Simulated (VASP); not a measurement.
# BeSe5 (P-62m) in VASP: notebook

Runs on BeSe5. Level: PBE. Tasks: single point, relaxation of cell and atoms.

All numbers are computed with VASP 6.6.1; they aren't measurements. Logs are shortened: lines on timing, memory, paths and dates and some standing lists are left out, and cuts for length are marked.

**1. The cell of the first run**

It takes space group P-62m (No. 189, hexagonal). Conventional cell: a = 6.430 Å, b = 6.430 Å, c = 3.418 Å, α = 90.00°, β = 90.00°, γ = 120.00°. Within 3.2 Å of Be (site symmetry -62m) lie 6 Se at 2.40 Å. Within 3.9 Å of Se (site symmetry -6) lie 11 Se at 2.95 to 3.71 Å and 3 Be at 3.71 Å. Within 3.2 Å of Se (site symmetry m2m) lie 2 Be at 2.40 Å and 6 Se at 2.93 to 2.95 Å.

**2. Single point, PBE**

INCAR

```
PREC = Accurate ; ENCUT = 520
EDIFF = 1E-6 ; ISMEAR = 0
SIGMA = 0.1 ; LREAL = False
LASPH = True ; NELM = 60
ALGO = Normal ; ISIF = 2
LWAVE = False ; LCHARG = True
GGA = PE ; LELF = True
LVHAR = True ; NBANDS = 25
```

KPOINTS

```
regular mesh
0
Gamma
  6 6 12
```

POSCAR

```
BeSe5
1.0
    6.4298638439      0.0000000000      0.0000000000
   -3.2149319220      5.5684254317      0.0000000000
    0.0000000000      0.0000000000      3.4181884179
Be Se
1 5
Direct
    0.0000000000      0.0000000000      0.5000000000
    0.3333333333      0.6666666667      0.5000000000
    0.0000000000      0.7373550561      0.0000000000
    0.7373550561      0.0000000000      0.0000000000
    0.2626449439      0.2626449439      0.0000000000
    0.6666666667      0.3333333333      0.5000000000
```

Potentials or basis: VASP PAW PBE potentials, release 64 (Be, Se).

On the command line:

```console
> cat potpaw_PBE.64/Be/POTCAR potpaw_PBE.64/Se/POTCAR > POTCAR
> mpirun -np 1 vasp_std > vasp.out
```

OUTCAR:

```text
PREC = Accurate
   ENCUT = 520
   EDIFF = 1E-6
   ISMEAR = 0
   LREAL = False
   LASPH = True
   NELM = 60
   ISIF = 2
   GGA = PE

 ion  position               nearest neighbor table
   1  0.000  0.000  0.500-   5 2.40   5 2.40   4 2.40   4 2.40   3 2.40   3 2.40
   2  0.333  0.667  0.500-
   3  0.000  0.737  0.000-   1 2.40   1 2.40
   4  0.737  0.000  0.000-   1 2.40   1 2.40
   5  0.263  0.263  0.000-   1 2.40   1 2.40
   6  0.667  0.333  0.500-

  LATTYP: Found a hexagonal cell.
 ALAT       =     6.4298638439
 C/A-ratio  =     0.5316113219

  Lattice vectors:

 A1 = (   6.4298638439,   0.0000000000,   0.0000000000)
 A2 = (  -3.2149319220,   5.5684254317,   0.0000000000)
 A3 = (   0.0000000000,   0.0000000000,   3.4181884179)

Analysis of symmetry for initial positions (statically):
=====================================================================
 Subroutine PRICEL returns:
 Original cell was already a primitive cell.

 Routine SETGRP: Setting up the symmetry group for a
 hexagonal supercell.

 Subroutine GETGRP returns: Found 12 space group operations
 (whereof 12 operations were pure point group operations)
 out of a pool of 24 trial point group operations.

The static configuration has the point symmetry D_3h.

Analysis of symmetry for dynamics (positions and initial velocities):
=====================================================================
 Subroutine PRICEL returns:
 Original cell was already a primitive cell.

 Routine SETGRP: Setting up the symmetry group for a
 hexagonal supercell.

 Subroutine GETGRP returns: Found 12 space group operations
 (whereof 12 operations were pure point group operations)
 out of a pool of 24 trial point group operations.

The dynamic configuration has the point symmetry D_3h.

 Subroutine INISYM returns: Found 12 space group operations
 (whereof 12 operations are pure point group operations),
 and found     1 'primitive' translations

----------------------------------------------------------------------------------------

                                     Primitive cell

  volume of cell :     122.3856

  direct lattice vectors                    reciprocal lattice vectors
     6.429863844  0.000000000  0.000000000     0.155524289  0.089791990  0.000000000
    -3.214931922  5.568425432  0.000000000     0.000000000  0.179583980  0.000000000
     0.000000000  0.000000000  3.418188418     0.000000000  0.000000000  0.292552627

  length of vectors
     6.429863844  6.429863844  3.418188418     0.179583980  0.179583980  0.292552627

  position of ions in fractional coordinates (direct lattice)
     0.000000000  0.000000000  0.500000000
     0.333333333  0.666666667  0.500000000
     0.000000000  0.737355056  0.000000000
     0.737355056  0.000000000  0.000000000
     0.262644944  0.262644944  0.000000000
     0.666666667  0.333333333  0.500000000

  ion indices of the primitive-cell ions
   primitive index   ion index
                 1           1
                 2           2
                 3           3
                 4           4
                 5           5
                 6           6

----------------------------------------------------------------------------------------

 KPOINTS: regular mesh

Automatic generation of k-mesh.
 Grid dimensions read from file:
 generate k-points for:    6    6   12

 Generating k-lattice:

  Cartesian coordinates                     Fractional coordinates (reciprocal lattice)
     0.025920715  0.014965332  0.000000000     0.166666667  0.000000000  0.000000000
     0.000000000  0.029930663  0.000000000     0.000000000  0.166666667  0.000000000
     0.000000000  0.000000000  0.024379386     0.000000000  0.000000000  0.083333333

  Length of vectors
     0.029930663  0.029930663  0.024379386

  Shift w.r.t. Gamma in fractional coordinates (k-lattice)
     0.000000000  0.000000000  0.000000000

 Subroutine IBZKPT returns following result:
 ===========================================

 Found     49 irreducible k-points:

 Following reciprocal coordinates:
            Coordinates               Weight
  0.000000  0.000000  0.000000      1.000000
  0.166667 -0.000000  0.000000      6.000000
  0.333333 -0.000000  0.000000      6.000000
  0.500000 -0.000000  0.000000      3.000000
  0.166667  0.166667  0.000000      6.000000
  0.333333  0.166667  0.000000     12.000000
[... 16 lines left out ...]
  0.166667 -0.000000  0.250000     12.000000
  0.333333 -0.000000  0.250000     12.000000
 [... further k-points ...]
   k-points           NKPTS =     49   k-points in BZ     NKDIM =     49   number of bands    NBANDS=     25
   number of dos      NEDOS =    301   number of ions     NIONS =      6
   total plane-waves  NPLWV =  64512
   dimension x,y,z NGX =    48 NGY =   48 NGZ =   28
   dimension x,y,z NGXF=    96 NGYF=   96 NGZF=   56
   ions per type =               1   5
   NGX,Y,Z   is equivalent  to a cutoff of  12.41, 12.41, 13.62 a.u.
   NGXF,Y,Z  is equivalent  to a cutoff of  24.82, 24.82, 27.24 a.u.
 SYSTEM =  unknown system
   PREC   = accura    normal or accurate (medium, high low for compatibility)
   ISTART =      0    job   : 0-new  1-cont  2-samecut
   ICHARG =      2    charge: 1-file 2-atom 10-const
   ISPIN  =      1    spin polarized calculation?
   LNONCOLLINEAR =      F non collinear calculations
   LSORBIT =      F    spin-orbit coupling
   LASPH  =      T    aspherical Exc in radial PAW
   ENCUT  =  520.0 eV  38.22 Ry    6.18 a.u.  11.96 11.96  6.36*2*pi/ulx,y,z
   NELM   =     60;   NELMIN=  2; NELMDL= -5     # of ELM steps
   EDIFF  = 0.1E-05   stopping-criterion for ELM
   LREAL  =      F    real-space projection
   EDIFFG = 0.1E-04   stopping-criterion for IOM
   NSW    =      0    number of steps for IOM
   IBRION =     -1    ionic relax: 0-MD 1-quasi-New 2-CG
   NFREE  =      0    steps in history (QN), initial steepest desc. (CG)
   ISIF   =      2    stress and relaxation
   ISYM   =      2    0-nonsym 1-usesym 2-fastsym
   POTIM  = 0.5000    time-step for ionic-motion
   TEBEG  =    0.0;   TEEND  =   0.0 temperature during run
   PSTRESS=    0.0 pullay stress
   NELECT =      32.0000    total number of electrons
   NUPDOWN=      -1.0000    fix difference up-down
   EMIN   =  10.00;   EMAX   =-10.00  energy-range for DOS
   EFERMI =   0.00;   METHOD = LEGACY
   ISMEAR =     0;   SIGMA  =   0.10  broadening in eV -4-tet -1-fermi 0-gaus
   EFERMI_NEDOS =   21; number of points for ismear=-14 and -15
   IALGO  =     38    algorithm
   IMIX   =      4    mixing-type and parameters
     AMIX     =   0.40;   BMIX     =  1.00
     AMIX_MAG =   1.60;   BMIX_MAG =  1.00
  volume/ion in A,a.u.               =      20.40       137.65
  Fermi-wavevector in a.u.,A,eV,Ry     =   1.046843  1.978246 14.910348  1.095880
  Thomas-Fermi vector in A             =   2.181698
   LORBIT       =      0    0 simple, 1 ext, 2 COOP (PROOUT), +10 PAW based schemes
   GGA     = PE    functional components
   LHFCALC =     F    Hartree Fock is set to
   AEXX    =    0.0000 exact exchange contribution
   IVDW    =     0    specifies the selected vdW correction
   LEPSILON=     F    determine dielectric tensor
   LRPA    =     F    only Hartree local field effects (RPA)
 non-spin polarized calculation
 Gauss-broadening in eV      SIGMA  =   0.10
  energy-cutoff  :      520.00
  volume of cell :      122.39
 maximum number of plane-waves:      3318
 NGX is ok and might be reduce to    48
   NGX = 23   NGY = 23   NGZ = 13

 number of electron      32.0000007 magnetization

 Free energy of the ion-electron system (eV)
  ---------------------------------------------------
  ext. energy  EPLUGINS =         0.00000000
  ---------------------------------------------------
  free energy    TOTEN  =       -19.42728740 eV

  energy without entropy =      -19.40616966  energy(sigma->0) =      -19.41672853

 E-fermi :   4.4493     XC(G=0):  -9.9436

 val. band max:        4.4298431808   @ k =   0.1667  -0.0000   0.2500
 cond. band min:       4.4535520406   @ k =   0.1667   0.1667   0.0833
 fundamental gap:      0.0237088598
 Fermi energy:         4.4493077206

 k-point     1 :       0.0000    0.0000    0.0000
  band No.  band energies     occupation
      1     -11.1258      2.00000
      2      -8.6861      2.00000
      3      -8.6861      2.00000
      4      -8.3588      2.00000
      5      -7.7604      2.00000
      6      -1.3105      2.00000
[... 17 lines left out ...]
     24      10.8776      0.00000
     25      11.7503      0.00000

 k-point     2 :       0.1667   -0.0000    0.0000
  band No.  band energies     occupation
      1     -11.0307      2.00000
      2      -9.0495      2.00000
      3      -8.9209      2.00000
      4      -8.1101      2.00000
      5      -7.4728      2.00000
      6      -1.1661      2.00000
[... 17 lines left out ...]
     24      11.0413      0.00000
     25      11.3382      0.00000

 k-point     3 :       0.3333   -0.0000    0.0000
  band No.  band energies     occupation
      1     -10.7569      2.00000
      2      -9.6542      2.00000
      3      -9.1572      2.00000
      4      -7.8666      2.00000
      5      -7.0630      2.00000
      6      -1.2754      2.00000
[... 17 lines left out ...]
     24      10.7824      0.00000
     25      10.9211      0.00000

 k-point     4 :       0.5000   -0.0000    0.0000
  band No.  band energies     occupation
      1     -10.4514      2.00000
      2     -10.0861      2.00000
      3      -9.2421      2.00000
      4      -7.7854      2.00000
      5      -6.8775      2.00000
      6      -1.5274      2.00000
[... 17 lines left out ...]
     24      10.6433      0.00000
     25      10.7309      0.00000

 k-point     5 :       0.1667    0.1667    0.0000
  band No.  band energies     occupation
      1     -10.8455      2.00000
      2      -9.3784      2.00000
      3      -9.2649      2.00000
      4      -7.8309      2.00000
      5      -7.2029      2.00000
      6      -1.1993      2.00000
[... 17 lines left out ...]
     24      10.7543      0.00000
     25      11.0557      0.00000

 k-point     6 :       0.3333    0.1667    0.0000
  band No.  band energies     occupation
      1     -10.5126      2.00000
      2      -9.8834      2.00000
      3      -9.4620      2.00000
      4      -7.5880      2.00000
      5      -6.9978      2.00000
      6      -1.5771      2.00000
[... 17 lines left out ...]
     24      10.6348      0.00000
     25      10.7548      0.00000
[... 393 lines left out ...]
 k-point    21 :       0.3333    0.3333    0.1667
  band No.  band energies     occupation
      1     -10.1269      2.00000
      2      -9.6030      2.00000
      3      -9.6030      2.00000
      4      -7.1673      2.00000
      5      -7.1673      2.00000
      6      -1.5512      2.00000
[... 17 lines left out ...]
     24      10.6834      0.00000
     25      12.1274      0.00000

 k-point    22 :       0.0000    0.0000    0.2500
  band No.  band energies     occupation
      1     -10.5947      2.00000
      2      -8.2931      2.00000
      3      -8.2931      2.00000
      4      -7.9882      2.00000
      5      -7.7997      2.00000
      6      -1.4573      2.00000
[... 17 lines left out ...]
     24      11.5591      0.00000
     25      12.3459      0.00000

 k-point    23 :       0.1667   -0.0000    0.2500
  band No.  band energies     occupation
      1     -10.5087      2.00000
      2      -8.6457      2.00000
      3      -8.4939      2.00000
      4      -7.8105      2.00000
      5      -7.5041      2.00000
      6      -1.4084      2.00000
[... 17 lines left out ...]
     24      11.2659      0.00000
     25      12.0325      0.00000

 k-point    24 :       0.3333   -0.0000    0.2500
  band No.  band energies     occupation
      1     -10.2696      2.00000
      2      -9.1731      2.00000
      3      -8.7052      2.00000
      4      -7.6456      2.00000
      5      -7.1463      2.00000
      6      -1.2864      2.00000
[... 17 lines left out ...]
     24      10.7980      0.00000
     25      12.1277      0.00000

 [... further k-points ...]

------------------------ aborting loop because EDIFF is reached ----------------------------------------

  FORCE on cell =-STRESS in cart. coord.  units (eV):
  Direction    XX          YY          ZZ          XY          YZ          ZX
  --------------------------------------------------------------------------------------
  -------------------------------------------------------------------------------------
  Total        0.0086657      0.0086657      0.0347745     -0.0000000      0.0000000      0.0000000
  in kB        0.1134442      0.1134442      0.4552406     -0.0000000      0.0000000      0.0000000
  external PRESSURE =       0.2273764 kB  Pullay stress =       0.0000000 kB

 VOLUME and BASIS-vectors are now :
 -----------------------------------------------------------------------------
  energy-cutoff  :      520.00
  volume of cell :      122.39
      direct lattice vectors                 reciprocal lattice vectors
     6.429863844  0.000000000  0.000000000     0.155524289  0.089791990  0.000000000
    -3.214931922  5.568425432  0.000000000     0.000000000  0.179583980  0.000000000
     0.000000000  0.000000000  3.418188418     0.000000000  0.000000000  0.292552627

 POSITION                                       TOTAL-FORCE (eV/Angst)
 -----------------------------------------------------------------------------------
      0.00000      0.00000      1.70909        -0.000000     -0.000000     -0.000000
     -0.00000      3.71228      1.70909        -0.000000      0.000000     -0.000000
     -2.37055      4.10591      0.00000        -0.000474      0.000822     -0.000000
      4.74109      0.00000      0.00000         0.000949     -0.000000     -0.000000
      0.84439      1.46252      0.00000        -0.000474     -0.000822      0.000000
      3.21493      1.85614      1.70909         0.000000      0.000000     -0.000000
 -----------------------------------------------------------------------------------
    total drift:                               -0.000000     -0.000000      0.000000

  FREE ENERGIE OF THE ION-ELECTRON SYSTEM (eV)
  ---------------------------------------------------
  free  energy   TOTEN  =       -19.4272874014 eV

  energy  without entropy=      -19.4061696631  energy(sigma->0) =      -19.41672853
```

Run time: 78 s. Hardware: 1 thread of Intel Xeon 6975P-C (Granite Rapids), shared host; peak memory 0.3 GiB.

What came out:

```
Free energy            : -19.4273 eV
Pressure               : 0.0 GPa
Band gap on the k mesh : zero (band 16 reaches 5.73 eV, above the bottom of band 17 at 3.73 eV)
```

**3. Relaxation of cell and atoms, PBE**

This run uses another cell than the first one, of 20.35 Å³/atom, 0.998 times its volume.

INCAR

```
SYSTEM = BeSe5
ALGO = Normal ; EDIFF = 1E-6
EDIFFG = -0.04 ; ENCUT = 600
GGA = PE ; IBRION = 2
ISIF = 3 ; ISMEAR = 0
LASPH = .TRUE. ; LCHARG = .FALSE.
LREAL = .FALSE. ; LWAVE = .FALSE.
NELM = 60 ; NSW = 90
PREC = Accurate ; SIGMA = 0.1
```

KPOINTS

```
k-points
0
G
  3 3 6
  0 0 0
```

POSCAR

```
BeSe5
1.0
    6.4027185236      0.0000000000      0.0000000000
   -3.2013592618      5.5449168947      0.0000000000
    0.0000000000      0.0000000000      3.4395136016
Be Se
1 5
Direct
    0.0000000000      0.0000000000      0.5000000000
    0.3333333333      0.6666666667      0.5000000000
    0.0000000000      0.7301470565      0.0000000000
    0.7301470565      0.0000000000      0.0000000000
    0.2698529435      0.2698529435      0.0000000000
    0.6666666667      0.3333333333      0.5000000000
```

Potentials or basis: VASP PAW PBE potentials, release 64 (Be, Se).

On the command line:

```console
> cat potpaw_PBE.64/Be/POTCAR potpaw_PBE.64/Se/POTCAR > POTCAR
> mpirun -np 1 vasp_std > vasp.out
```

Run time: 44 s. Hardware: 1 thread of Intel Xeon 6975P-C (Granite Rapids), shared host; peak memory 0.28 GiB.

The run converged. Its results:

| Quantity | Value |
| --- | --- |
| Free energy | -19.3703 eV |
| Relaxed volume | 20.37 Å³/atom |
| Relaxed cell | a = 6.395 Å, b = 6.395 Å, c = 3.451 Å, α = 90.00°, β = 90.00°, γ = 120.00° |
| Space group after relaxing (to 0.05 Å) | P-62m (No. 189) |
| Energy gained by relaxing | 0.2 meV/atom |
| Ionic steps | 3 |
| Pressure after relaxing | 0.0 GPa |
| Largest force after relaxing | 0.024 eV/Å |
| Band gap on the k mesh | zero (band 16 reaches 5.71 eV, above the bottom of band 17 at 3.79 eV) |

Forces on the atoms (eV/Å):
```
Be   0.000  0.000  0.000
Se   0.000  0.000  0.000
Se  -0.012  0.021  0.000
Se   0.024  0.000  0.000
Se  -0.012 -0.021  0.000
Se   0.000  0.000  0.000
```

Stress tensor (GPa, compression positive):
```
 0.05  0.00  0.00
 0.00  0.05  0.00
 0.00  0.00 -0.18
```

Step by step:
```
step  energy change (eV)  largest force (eV/Å)  pressure (GPa)  volume (Å³)
   1              0.0000                0.0716            0.03       122.11
   2             -0.0009                0.0486           -0.01       122.17
   3             -0.0012                0.0243           -0.03       122.23
```

Final structure:
```xyz
6
Lattice="6.3953 0.0000 0.0000 -3.1976 5.5385 0.0000 0.0000 0.0000 3.4508" Properties=species:S:1:pos:R:3 pbc="T T T"
Be    0.0000    0.0000    1.7254
Se    0.0000    3.6923    1.7254
Se    4.0571    4.0499    0.0000
Se    4.6764    0.0000    0.0000
Se    0.8594    1.4886    0.0000
Se    3.1976    1.8462    1.7254
```

Levels at points of the mesh, in eV from the Fermi level:
| k point | band 12 | band 13 | band 14 | band 15 | band 16 | band 17 | band 18 | band 19 |
| --- | --- | --- | --- | --- | --- | --- | --- | --- |
| (0.00, 0.00, 0.00) | -0.34 | -0.34 | -0.10 | -0.05 | 0.50 | 0.57 | 0.57 | 1.01 |
| (0.00, 0.00, 0.50) | -3.41 | -2.46 | -2.46 | -0.55 | 0.12 | 0.12 | 0.56 | 0.56 |

Caveat: the k points lie up to 0.38 Å⁻¹ apart in the final cell.

[end of part 1 of 2]
